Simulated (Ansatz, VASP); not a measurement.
# Two plane-wave programs on Be2C

```
Be C
1.0
     0.00000    2.16226    2.16226
     2.16226    0.00000    2.16226
     2.16226    2.16226    0.00000
Be C
2 1
Direct
  0.58300 0.26100 0.51000
  0.08300 0.76100 0.01000
  0.83300 0.51100 0.76000
```

Alike in both runs: task single point; functional PBE; k mesh 8 × 8 × 8; occupations gaussian, width 0.1 eV; no spin polarisation.

```csv
,VASP,Ansatz
version,VASP 6.6.1,Ansatz 0.2.0
potentials or method,"VASP PAW PBE potentials, release 64 (Be, C), cutoff 600 eV","scalar-relativistic, plane waves, PAW"
valence electrons in the cell,8,8
```

```tsv
	VASP	Ansatz	Ansatz less VASP
gap on the k mesh at the Fermi level (eV)	1.16	1.17	+0.013
least direct gap on the mesh (eV)	4.13	4.14	+0.008
pressure (GPa)	0.8	0.5	-0.26
```
